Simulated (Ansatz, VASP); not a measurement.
# Two plane-wave programs on EuH2O2

```
CELL_PARAMETERS angstrom
9.08000 0.00000 0.00000
0.00000 10.62000 0.00000
0.00000 0.00000 14.51000
ATOMIC_POSITIONS crystal
Eu 0.50479 0.57667 0.49286
O 0.49921 0.50880 0.63367
O 0.49921 0.48171 0.36069
H 0.49559 0.46140 0.68984
H 0.49559 0.42373 0.31013
```

Alike in both runs: task single point; functional PBE; k mesh 1 × 1 × 1; occupations gaussian, width 0.01 eV; collinear spin; Hubbard terms Eu f U = 5.0 eV.

|  | VASP | Ansatz |
| --- | --- | --- |
| version | VASP 6.6.1 | Ansatz 0.2.0 |
| potentials or method | VASP PAW PBE potentials, release 64 (Eu, O, H), cutoff 520 eV | scalar-relativistic, plane waves, PAW |
| valence electrons in the cell | 31 | 31 |

|  | VASP | Ansatz | Ansatz less VASP |
| --- | --- | --- | --- |
| gap on the k mesh at the Fermi level (eV) | 1.54 | 2.07 | +0.524 |
| rms of the force components (eV/Å) | 0.249 | 0.194 | -0.0554 |
| net moment per atom (μB) | 1.40 | 1.40 | 0.000 |
| size of the moment on the site where the two differ most (μB) | 6.74 | 6.56 | -0.178 |

Site moments also hang on the region over which each program counts them. The programs project onto different local orbitals, so the same U acts differently, and such runs can settle in different states.

Spin-orbit coupling is off throughout.
